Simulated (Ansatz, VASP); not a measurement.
## Pd: VASP beside Ansatz

Contents of POSCAR:

```
Pd
1.0
    4.6208558455      0.0000000000      0.0000000000
   -2.3104279228      4.0017785495      0.0000000000
    0.0000000000      0.0000000000      2.8327855401
Pd
3
Direct
    0.0000000000      0.0000000000      0.0000000000
    0.3333333333      0.6666666667      0.5000000000
    0.6666666667      0.3333333333      0.5000000000
```

INCAR.step1

```
PREC = Accurate
ENCUT = 550
ISMEAR = 0
SIGMA = 0.1
LREAL = F
LASPH = T
NELM = 120
NBANDS = 22
GGA = PE
ALGO = Normal
EDIFF = 1E-5
LWAVE = T
LCHARG = F
GGA_COMPAT = F
```

The input INCAR.step2:

```
PREC = Accurate
ENCUT = 550
EDIFF = 1E-6
ISMEAR = 0
SIGMA = 0.1
LREAL = F
LASPH = T
NELM = 120
ALGO = Normal
ISIF = 2
LWAVE = F
LCHARG = F
METAGGA = R2SCAN
LMIXTAU = T
NBANDS = 22
ISTART = 1
GGA_COMPAT = F
```

File KPOINTS:

```
Automatic mesh
0
Gamma
  6 6 6
```

Input for Ansatz:

```yaml
crystal:
  lattice:
    - [4.6208558455, 0.0, 0.0]
    - [-2.3104279228, 4.0017785495, 0.0]
    - [0.0, 0.0, 2.8327855401]
  atoms:
    - { symbol: Pd, position: [0.0, 0.0, 0.0] }
    - { symbol: Pd, position: [0.3333333333, 0.6666666667, 0.5] }
    - { symbol: Pd, position: [0.6666666667, 0.3333333333, 0.5] }
basis:
  ecutwfc: 500
kpoints:
  mp_grid: { grid: [6, 6, 6] }
hamiltonian:
  xc: r2scan
scf:
  occupations: { method: gaussian, width: 0.1 }
  lower_state_search: "off"
output:
  forces: true
  stress: true
  eigenvalues: true
```

Alike in both runs: task single point; functional r2SCAN; k mesh 6 × 6 × 6; occupations gaussian, width 0.1 eV; no spin polarisation.

|  | VASP | Ansatz |
| --- | --- | --- |
| version | VASP 6.6.1 | Ansatz 0.2.0 |
| potentials or method | VASP PAW PBE potentials, release 64 (Pd), cutoff 550 eV | scalar-relativistic, plane waves, PAW |
| valence electrons in the cell | 30 | 54 |

Ansatz gave:

- gap on the k mesh at the Fermi level (eV): none
- pressure (GPa): -16.1
- traceless stress, the component that is largest in VASP (GPa): -2.20

**Question.** Which values does VASP return?

**Answer.** gap on the k mesh at the Fermi level (eV): none; pressure (GPa): -16.0; traceless stress, the component that is largest in VASP (GPa): -2.17.

VASP's potentials were made for PBE, not for r2SCAN. A gap of «none» marks a metal or a gap that the smearing closes. VASP's potentials hold 30 valence electrons a cell and Ansatz's 54, so a difference there can come from the potentials and not from the codes.

The k mesh is coarse, so the values compare programs but aren't converged.
